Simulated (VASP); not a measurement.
A run of VASP 6.6.1:

File POSCAR:

```
W
1.0
   -1.6372325000      1.6372325000      1.5573675000
    1.6372325000     -1.6372325000      1.5573675000
    1.6372325000      1.6372325000     -1.5573675000
W
1
Direct
    0.0000000000      0.0000000000      0.0000000000
```

Contents of INCAR.step1:

```
SYSTEM = W
  PREC = Accurate
  ENCUT = 520
  ISMEAR = 0
  SIGMA = 0.15
  LREAL = .FALSE.
  LASPH = .TRUE.
  NELM = 100
  NBANDS = 13
  GGA = PE
  ALGO = Normal
  EDIFF = 1E-4
  LWAVE = .TRUE.
  LCHARG = .FALSE.
```

INCAR.step2

```
SYSTEM = W
  PREC = Accurate
  ENCUT = 520
  EDIFF = 1E-6
  ISMEAR = 0
  SIGMA = 0.15
  LREAL = .FALSE.
  LASPH = .TRUE.
  NELM = 100
  ALGO = Normal
  ISIF = 2
  LWAVE = .FALSE.
  LCHARG = .TRUE.
  METAGGA = R2SCAN
  LMIXTAU = .TRUE.
  LELF = .TRUE.
  LVHAR = .TRUE.
  NBANDS = 13
  ISTART = 1
```

KPOINTS

```
regular mesh
0
G
  20 20 20
  0 0 0
```

Potentials or basis: VASP PAW PBE potentials, release 64 (W_sv).

Launch:

```bash
$ cat potpaw_PBE.64/W_sv/POTCAR > POTCAR
$ cp INCAR.step1 INCAR
$ mpirun -np 1 vasp_std > vasp.out
$ cp INCAR.step2 INCAR
$ mpirun -np 1 vasp_std > vasp.out
```

Hardware: 1 thread of Intel(R) Xeon(R) Platinum 8259CL CPU @ 2.50GHz (Skylake/Cascade Lake), with other jobs on the host.

Estimate the wall time of this run.

Run time: 5.1 min on 1 thread of Intel(R) Xeon(R) Platinum 8259CL CPU @ 2.50GHz (Skylake/Cascade Lake), on a shared host, peak memory 0.25 GiB. Counts: k points 641.
